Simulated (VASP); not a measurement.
Hg2SeO, 4 atoms in the cell. It takes space group P-4m2 (No. 115, tetragonal). Conventional cell: a = 4.116 Å, b = 4.116 Å, c = 5.565 Å, α = 90.00°, β = 90.00°, γ = 90.00°. O (site symmetry -4m2) has 4 Hg at 2.33 Å within 3.1 Å. Within 3.1 Å of Hg (site symmetry 2mm) lie 2 O at 2.33 Å and 2 Se at 2.67 Å. Se (site symmetry -4m2) has 4 Hg at 2.67 Å within 3.5 Å.  This cell differs from its parent crystal: volume changed by +3%.

| Quantity | Value |
| --- | --- |
| Program | VASP 6.6.1 |
| Task | single point |
| Functional | r2SCAN |
| Potentials or basis | VASP PAW PBE potentials, release 64 (O, Hg, Se) |
| Cutoff | 520 eV |
| k mesh | 6 × 6 × 4 |
| Occupations | fermi-dirac, width 0.02 eV |
| Spin | no spin polarisation |
| Dipole correction | no |
| Further INCAR settings | ALGO = Normal; EDIFF = 1e-06; NBANDS = 26 |

Potentials or basis: VASP PAW PBE potentials, release 64 (O, Hg, Se).

Run with:

```sh
$ cat potpaw_PBE.64/O/POTCAR potpaw_PBE.64/Hg/POTCAR potpaw_PBE.64/Se/POTCAR > POTCAR
$ cp INCAR.step1 INCAR
$ mpirun -np 1 vasp_std > vasp.out
$ cp INCAR.step2 INCAR
$ mpirun -np 1 vasp_std > vasp.out
```

Hardware: 1 thread of Intel(R) Xeon(R) 6975P-C (Granite Rapids) (shared host).

Problem. Estimate the wall time of this run.

Solution. It took 92 s on 1 thread of Intel(R) Xeon(R) 6975P-C (Granite Rapids) (shared host), peak memory 0.25 GiB. Counts: k points 30.
